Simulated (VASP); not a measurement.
# CuO (P4/nmm) in VASP: settings compared

Aim: see how the results for CuO move with the level of theory and the settings. Levels: RPBE, revPBE, BLYP. Tasks: single point.

All numbers are computed with VASP 6.6.1; they aren't measurements. Logs are shortened: lines on timing, memory, paths and dates and some standing lists are left out, and cuts for length are marked.

### 1 The cell of the first run

Symmetry: P4/nmm, No. 129, tetragonal system. The conventional cell has a = 3.175 Å, b = 3.175 Å, c = 4.650 Å, α = 90.00°, β = 90.00°, γ = 90.00°. Within 2.7 Å of Cu (site symmetry -4m2) lie 4 O at 2.02 Å and 4 Cu at 2.25 Å. O (site symmetry 4mm) has 4 Cu at 2.02 Å within 2.7 Å.

### 2 Single point, RPBE

The input, INCAR:

```
ALGO = Normal
EDIFF = 1E-6
ENCUT = 520
GGA = RP
ISIF = 2
ISMEAR = -1
LASPH = True
LCHARG = False
LREAL = False
LWAVE = False
NBANDS = 25
NELM = 80
PREC = Accurate
SIGMA = 0.05
```

The input, KPOINTS:

```
k-points
0
Gamma
  5 5 4
```

The input, POSCAR:

```
CuO
1.0
    3.1754955000      0.0000000000      0.0000000000
    0.0000000000      3.1754955000      0.0000000000
    0.0000000000      0.0000000000      4.6495318700
Cu O
2 2
Direct
    0.0000000000      0.0000000000      0.0000000000
    0.5000000000      0.5000000000      0.0000000000
    0.5000000000      0.0000000000      0.2670000000
    0.0000000000      0.5000000000      0.7330000000
```

Potentials or basis: VASP PAW PBE potentials, release 64 (Cu, O).

Started as:

```
> cat potpaw_PBE.64/Cu/POTCAR potpaw_PBE.64/O/POTCAR > POTCAR
> mpirun -np 1 vasp_std > vasp.out
```

OUTCAR:

```text
EDIFF = 1E-6
   ENCUT = 520
   GGA = RP
   ISIF = 2
   ISMEAR = -1
   LASPH = True
   LREAL = False
   NELM = 80
   PREC = Accurate

 ion  position               nearest neighbor table
   1  0.000  0.000  0.000-   3 2.02   4 2.02   4 2.02   3 2.02   2 2.25   2 2.25   2 2.25   2 2.25

   2  0.500  0.500  0.000-   3 2.02   4 2.02   3 2.02   4 2.02   1 2.25   1 2.25   1 2.25   1 2.25

   3  0.500  0.000  0.267-   1 2.02   2 2.02   2 2.02   1 2.02
   4  0.000  0.500  0.733-   1 2.02   2 2.02   1 2.02   2 2.02

  LATTYP: Found a simple tetragonal cell.
 ALAT       =     3.1754955000
 C/A-ratio  =     1.4641909806

  Lattice vectors:

 A1 = (   3.1754955000,   0.0000000000,   0.0000000000)
 A2 = (   0.0000000000,   3.1754955000,   0.0000000000)
 A3 = (   0.0000000000,   0.0000000000,   4.6495318700)

Analysis of symmetry for initial positions (statically):
=====================================================================
 Subroutine PRICEL returns:
 Original cell was already a primitive cell.

 Routine SETGRP: Setting up the symmetry group for a
 simple tetragonal supercell.

 Subroutine GETGRP returns: Found 16 space group operations
 (whereof  8 operations were pure point group operations)
 out of a pool of 16 trial point group operations.

The static configuration has the point symmetry D_2d.
 The point group associated with its full space group is D_4h.

Analysis of symmetry for dynamics (positions and initial velocities):
=====================================================================
 Subroutine PRICEL returns:
 Original cell was already a primitive cell.

 Routine SETGRP: Setting up the symmetry group for a
 simple tetragonal supercell.

 Subroutine GETGRP returns: Found 16 space group operations
 (whereof  8 operations were pure point group operations)
 out of a pool of 16 trial point group operations.

The dynamic configuration has the point symmetry D_2d.
 The point group associated with its full space group is D_4h.

 Subroutine INISYM returns: Found 16 space group operations
 (whereof  8 operations are pure point group operations),
 and found     1 'primitive' translations

----------------------------------------------------------------------------------------

                                     Primitive cell

  volume of cell :      46.8848

  direct lattice vectors                    reciprocal lattice vectors
     3.175495500  0.000000000  0.000000000     0.314911484  0.000000000  0.000000000
     0.000000000  3.175495500  0.000000000     0.000000000  0.314911484  0.000000000
     0.000000000  0.000000000  4.649531870     0.000000000  0.000000000  0.215075416

  length of vectors
     3.175495500  3.175495500  4.649531870     0.314911484  0.314911484  0.215075416

  position of ions in fractional coordinates (direct lattice)
     0.000000000  0.000000000  0.000000000
     0.500000000  0.500000000  0.000000000
     0.500000000  0.000000000  0.267000000
     0.000000000  0.500000000  0.733000000

  ion indices of the primitive-cell ions
   primitive index   ion index
                 1           1
                 2           2
                 3           3
                 4           4

----------------------------------------------------------------------------------------

 KPOINTS: k-points

Automatic generation of k-mesh.
 Grid dimensions read from file:
 generate k-points for:    5    5    4

 Generating k-lattice:

  Cartesian coordinates                     Fractional coordinates (reciprocal lattice)
     0.062982297  0.000000000  0.000000000     0.200000000  0.000000000  0.000000000
     0.000000000  0.062982297  0.000000000     0.000000000  0.200000000  0.000000000
     0.000000000  0.000000000  0.053768854     0.000000000  0.000000000  0.250000000

  Length of vectors
     0.062982297  0.062982297  0.053768854

  Shift w.r.t. Gamma in fractional coordinates (k-lattice)
     0.000000000  0.000000000  0.000000000

 Subroutine IBZKPT returns following result:
 ===========================================

 Found     18 irreducible k-points:

 Following reciprocal coordinates:
            Coordinates               Weight
  0.000000  0.000000  0.000000      1.000000
  0.200000  0.000000  0.000000      4.000000
  0.400000  0.000000  0.000000      4.000000
  0.200000  0.200000  0.000000      4.000000
  0.400000  0.200000  0.000000      8.000000
  0.400000  0.400000  0.000000      4.000000
[... 10 lines left out ...]
  0.400000  0.200000  0.500000      8.000000
  0.400000  0.400000  0.500000      4.000000
   k-points           NKPTS =     18   k-points in BZ     NKDIM =     18   number of bands    NBANDS=     25
   number of dos      NEDOS =    301   number of ions     NIONS =      4
   total plane-waves  NPLWV =  20736
   dimension x,y,z NGX =    24 NGY =   24 NGZ =   36
   dimension x,y,z NGXF=    48 NGYF=   48 NGZF=   72
   ions per type =               2   2
   NGX,Y,Z   is equivalent  to a cutoff of  12.56, 12.56, 12.87 a.u.
   NGXF,Y,Z  is equivalent  to a cutoff of  25.13, 25.13, 25.74 a.u.
 SYSTEM =  unknown system
   PREC   = accura    normal or accurate (medium, high low for compatibility)
   ISTART =      0    job   : 0-new  1-cont  2-samecut
   ICHARG =      2    charge: 1-file 2-atom 10-const
   ISPIN  =      1    spin polarized calculation?
   LNONCOLLINEAR =      F non collinear calculations
   LSORBIT =      F    spin-orbit coupling
   LASPH  =      T    aspherical Exc in radial PAW
   ENCUT  =  520.0 eV  38.22 Ry    6.18 a.u.   5.90  5.90  8.65*2*pi/ulx,y,z
   NELM   =     80;   NELMIN=  2; NELMDL= -5     # of ELM steps
   EDIFF  = 0.1E-05   stopping-criterion for ELM
   LREAL  =      F    real-space projection
   EDIFFG = 0.1E-04   stopping-criterion for IOM
   NSW    =      0    number of steps for IOM
   IBRION =     -1    ionic relax: 0-MD 1-quasi-New 2-CG
   NFREE  =      0    steps in history (QN), initial steepest desc. (CG)
   ISIF   =      2    stress and relaxation
   ISYM   =      2    0-nonsym 1-usesym 2-fastsym
   POTIM  = 0.5000    time-step for ionic-motion
   TEBEG  =    0.0;   TEEND  =   0.0 temperature during run
   PSTRESS=    0.0 pullay stress
   NELECT =      34.0000    total number of electrons
   NUPDOWN=      -1.0000    fix difference up-down
   EMIN   =  10.00;   EMAX   =-10.00  energy-range for DOS
   EFERMI =   0.00;   METHOD = LEGACY
   ISMEAR =    -1;   SIGMA  =   0.05  broadening in eV -4-tet -1-fermi 0-gaus
   EFERMI_NEDOS =   21; number of points for ismear=-14 and -15
   IALGO  =     38    algorithm
   IMIX   =      4    mixing-type and parameters
     AMIX     =   0.40;   BMIX     =  1.00
     AMIX_MAG =   1.60;   BMIX_MAG =  1.00
  volume/ion in A,a.u.               =      11.72        79.10
  Fermi-wavevector in a.u.,A,eV,Ry     =   1.470812  2.779431 29.433305  2.163287
  Thomas-Fermi vector in A             =   2.586023
   LORBIT       =      0    0 simple, 1 ext, 2 COOP (PROOUT), +10 PAW based schemes
   GGA     = RP    functional components
   LHFCALC =     F    Hartree Fock is set to
   AEXX    =    0.0000 exact exchange contribution
   IVDW    =     0    specifies the selected vdW correction
   LEPSILON=     F    determine dielectric tensor
   LRPA    =     F    only Hartree local field effects (RPA)
 non-spin polarized calculation
  energy-cutoff  :      520.00
  volume of cell :       46.88
 maximum number of plane-waves:      1277
 NGX is ok and might be reduce to    24
   NGX = 11   NGY = 11   NGZ = 17

 number of electron      34.0000035 magnetization

 Free energy of the ion-electron system (eV)
  ---------------------------------------------------
  ext. energy  EPLUGINS =         0.00000000
  ---------------------------------------------------
  free energy    TOTEN  =       -14.45553880 eV

  energy without entropy =      -14.39694602  energy(sigma->0) =      -14.42624241

 E-fermi :   3.2730     XC(G=0): -10.4395

 val. band max:        3.2622667380   @ k =   0.4000   0.0000   0.5000
 cond. band min:       3.3077935836   @ k =   0.4000   0.0000   0.2500
 fundamental gap:      0.0455268456
 Fermi energy:         3.2730305675

 k-point     1 :       0.0000    0.0000    0.0000
  band No.  band energies     occupation
      1     -15.3281      2.00000
      2     -14.5372      2.00000
      3      -3.1028      2.00000
      4      -2.1282      2.00000
      5      -1.6202      2.00000
      6      -1.6202      2.00000
[... 17 lines left out ...]
     24      15.8321      0.00000
     25      18.4465      0.00000

 k-point     2 :       0.2000    0.0000    0.0000
  band No.  band energies     occupation
      1     -15.1760      2.00000
      2     -14.5335      2.00000
      3      -2.7415      2.00000
      4      -1.8598      2.00000
      5      -1.8093      2.00000
      6      -1.5951      2.00000
[... 17 lines left out ...]
     24      17.3757      0.00000
     25      17.7822      0.00000

 k-point     3 :       0.4000    0.0000    0.0000
  band No.  band energies     occupation
      1     -14.8483      2.00000
      2     -14.6010      2.00000
      3      -2.1158      2.00000
      4      -1.6598      2.00000
      5      -1.4910      2.00000
      6      -1.3616      2.00000
[... 17 lines left out ...]
     24      16.8258      0.00000
     25      17.3310      0.00000

 k-point     4 :       0.2000    0.2000    0.0000
  band No.  band energies     occupation
      1     -15.0400      2.00000
      2     -14.5184      2.00000
      3      -2.5825      2.00000
      4      -1.9809      2.00000
      5      -1.5838      2.00000
      6      -1.2274      2.00000
[... 17 lines left out ...]
     24      18.1409      0.00000
     25      18.2355      0.00000
[... 309 lines left out ...]
 k-point    16 :       0.2000    0.2000    0.5000
  band No.  band energies     occupation
      1     -14.8808      2.00000
      2     -14.6761      2.00000
      3      -2.7480      2.00000
      4      -2.0427      2.00000
      5      -1.5035      2.00000
      6      -1.3964      2.00000
[... 17 lines left out ...]
     24      17.2455      0.00000
     25      19.2660      0.00000

 k-point    17 :       0.4000    0.2000    0.5000
  band No.  band energies     occupation
      1     -14.6852      2.00000
      2     -14.6101      2.00000
      3      -2.5753      2.00000
      4      -1.9207      2.00000
      5      -1.1747      2.00000
      6      -1.1682      2.00000
[... 17 lines left out ...]
     24      16.7837      0.00000
     25      18.8561      0.00000

 k-point    18 :       0.4000    0.4000    0.5000
  band No.  band energies     occupation
      1     -14.5455      2.00000
      2     -14.5180      2.00000
      3      -2.5438      2.00000
      4      -2.1997      2.00000
      5      -0.8937      2.00000
      6      -0.8682      2.00000
[... 17 lines left out ...]
     24      16.8452      0.00000
     25      17.9129      0.00000

------------------------ aborting loop because EDIFF is reached ----------------------------------------

  FORCE on cell =-STRESS in cart. coord.  units (eV):
  Direction    XX          YY          ZZ          XY          YZ          ZX
  --------------------------------------------------------------------------------------
  -------------------------------------------------------------------------------------
  Total       10.2219330     10.2219330     -1.0774164      0.0000000      0.0000000      0.0000000
  in kB      349.3102908    349.3102908    -36.8181488      0.0000000      0.0000000      0.0000000
  external PRESSURE =     220.6008109 kB  Pullay stress =       0.0000000 kB

 VOLUME and BASIS-vectors are now :
 -----------------------------------------------------------------------------
  energy-cutoff  :      520.00
  volume of cell :       46.88
      direct lattice vectors                 reciprocal lattice vectors
     3.175495500  0.000000000  0.000000000     0.314911484  0.000000000  0.000000000
     0.000000000  3.175495500  0.000000000     0.000000000  0.314911484  0.000000000
     0.000000000  0.000000000  4.649531870     0.000000000  0.000000000  0.215075416

 POSITION                                       TOTAL-FORCE (eV/Angst)
 -----------------------------------------------------------------------------------
      0.00000      0.00000      0.00000        -0.000000     -0.000000      0.000000
      1.58775      1.58775      0.00000        -0.000000      0.000000      0.000000
      1.58775      0.00000      1.24143         0.000000     -0.000000     -0.580972
      0.00000      1.58775      3.40811        -0.000000     -0.000000      0.580972
 -----------------------------------------------------------------------------------
    total drift:                                0.000000     -0.000000     -0.000000

  FREE ENERGIE OF THE ION-ELECTRON SYSTEM (eV)
  ---------------------------------------------------
  free  energy   TOTEN  =       -14.4555388002 eV

  energy  without entropy=      -14.3969460227  energy(sigma->0) =      -14.42624241
```

It took 9.3 s on 1 thread of Intel Xeon 6975P-C (Granite Rapids), shared host; peak memory 0.16 GiB.

Results:

```
Free energy            : -14.4555 eV
Pressure               : 22.1 GPa
Largest force          : 0.581 eV/Å
Band gap on the k mesh : zero (band 17 reaches 3.71 eV, above the bottom of band 18 at 2.91 eV)
```

Forces in eV/Å, atoms in the order of the input:
```
Cu   0.000  0.000  0.000
Cu   0.000  0.000  0.000
O    0.000  0.000 -0.581
O    0.000  0.000  0.581
```

Levels at points of the mesh, in eV from the Fermi level:
| k point | band 14 | band 15 | band 16 | band 17 | band 18 | band 19 | band 20 | band 21 |
| --- | --- | --- | --- | --- | --- | --- | --- | --- |
| (0.00, 0.00, 0.00) | -1.07 | -0.50 | -0.30 | 0.44 | 0.44 | 1.26 | 6.62 | 11.03 |
| (0.00, 0.00, 0.50) | -0.96 | -0.72 | -0.50 | 0.26 | 0.26 | 2.80 | 5.82 | 11.02 |

Caveat: the k points lie up to 0.40 Å⁻¹ apart; the PAW data sets were made with another functional, which shifts forces and pressure a little; semilocal functionals often make such compounds metallic where correlation or magnetic order opens a gap, which also shifts bond lengths. With open d or f shells a metallic result of RPBE can be an artefact of self-interaction; +U or a hybrid may open a gap.

### 3 Single point, revPBE

Changes to INCAR since step 2:

```diff
@@ -3,3 +3,3 @@
 ENCUT = 520
-GGA = RP
+GGA = RE
 ISIF = 2
```

KPOINTS is that of step 2.

POSCAR is that of step 2.

Potentials or basis: VASP PAW PBE potentials, release 64 (Cu, O).

Started as:

```
> cat potpaw_PBE.64/Cu/POTCAR potpaw_PBE.64/O/POTCAR > POTCAR
> mpirun -np 1 vasp_std > vasp.out
```

Run time: 11 s. Hardware: 1 thread of Intel Xeon 6975P-C (Granite Rapids), shared host; peak memory 0.15 GiB.

The run converged. Its results:

| Item | Value |
| --- | --- |
| Free energy | -14.7118 eV |
| Pressure | 20.8 GPa |
| Largest force | 0.650 eV/Å |
| Band gap on the k mesh | zero (band 17 reaches 3.67 eV, above the bottom of band 18 at 2.86 eV) |

Forces in eV/Å, atoms in the order of the input:
```
Cu   0.000  0.000  0.000
Cu   0.000  0.000  0.000
O    0.000  0.000 -0.650
O    0.000  0.000  0.650
```

Stress tensor (GPa, compression positive):
```
33.56  0.00  0.00
 0.00 33.56  0.00
 0.00  0.00 -4.75
```

Levels at points of the mesh, in eV from the Fermi level:
| k point | band 14 | band 15 | band 16 | band 17 | band 18 | band 19 | band 20 | band 21 |
| --- | --- | --- | --- | --- | --- | --- | --- | --- |
| (0.00, 0.00, 0.00) | -1.07 | -0.50 | -0.30 | 0.44 | 0.44 | 1.24 | 6.59 | 11.01 |
| (0.00, 0.00, 0.50) | -0.96 | -0.72 | -0.50 | 0.26 | 0.26 | 2.79 | 5.79 | 11.00 |

Caveat: the k points lie up to 0.40 Å⁻¹ apart; the PAW data sets were made with another functional, which shifts forces and pressure a little; semilocal functionals often make such compounds metallic where correlation or magnetic order opens a gap, which also shifts bond lengths. With open d or f shells a metallic result of revPBE can be an artefact of self-interaction; +U or a hybrid may open a gap.

### 4 Single point, BLYP

The input, INCAR:

```
AGGAC = 1.0
AGGAX = 1.0
ALDAC = 0.0
ALDAX = 1.0
ALGO = Normal
EDIFF = 1E-6
ENCUT = 520
GGA = B5
ISIF = 2
ISMEAR = -1
LASPH = T
LCHARG = F
LREAL = F
LWAVE = F
NBANDS = 25
NELM = 100
PREC = Accurate
SIGMA = 0.05
```

KPOINTS is that of step 3.

POSCAR is that of step 3.

Started as:

```
> cat potpaw_PBE.64/Cu/POTCAR potpaw_PBE.64/O/POTCAR > POTCAR
> mpirun -np 1 vasp_std > vasp.out
```

Run time: 22 s. Hardware: 1 thread of Intel Xeon 6975P-C (Granite Rapids), shared host; peak memory 0.15 GiB.

It converged, with:

| Quantity | Value |
| --- | --- |
| Free energy | -14.3744 eV |
| Pressure | 23.1 GPa |
| Largest force | 0.518 eV/Å |
| Band gap on the k mesh | zero (band 17 reaches 3.81 eV, above the bottom of band 18 at 2.98 eV) |

Forces on the atoms (eV/Å):
```
Cu   0.000  0.000  0.000
Cu   0.000  0.000  0.000
O    0.000  0.000 -0.518
O    0.000  0.000  0.518
```

Stress tensor (GPa, compression positive):
```
36.92  0.00  0.00
 0.00 36.92  0.00
 0.00  0.00 -4.43
```

Levels at points of the mesh, in eV from the Fermi level:
```tsv
k point	band 14	band 15	band 16	band 17	band 18	band 19	band 20	band 21
(0.00, 0.00, 0.00)	-1.06	-0.53	-0.28	0.45	0.45	1.25	6.72	11.09
(0.00, 0.00, 0.50)	-0.95	-0.74	-0.53	0.27	0.27	2.81	5.88	11.08
```

Caveat: the k points lie up to 0.40 Å⁻¹ apart; the PAW data sets were made with another functional, which shifts forces and pressure a little; semilocal functionals often make such compounds metallic where correlation or magnetic order opens a gap, which also shifts bond lengths. With open d or f shells a metallic result of BLYP can be an artefact of self-interaction; +U or a hybrid may open a gap.

### 5 Overview

| level | gap on the mesh (eV) | pressure (GPa) | largest force (eV/Å) |
| --- | --- | --- | --- |
| RPBE | none | 22.1 | 0.58 |
| revPBE | none | 20.8 | 0.65 |
| BLYP | none | 23.1 | 0.52 |

Alike in all rows: task single point; potentials or basis VASP PAW PBE potentials, release 64 (Cu, O); no spin polarisation; cell as given; k mesh 5 × 5 × 4; cutoff (eV) 520; smearing fermi-dirac 0.05 eV.

Caveats: all runs use coarse meshes; the PAW data sets were made with another functional, which shifts forces and pressure a little; semilocal functionals often make such compounds metallic where correlation or magnetic order opens a gap, which also shifts bond lengths.

Total energies depend on the potentials used, so only differences within one code and one set of settings carry meaning.
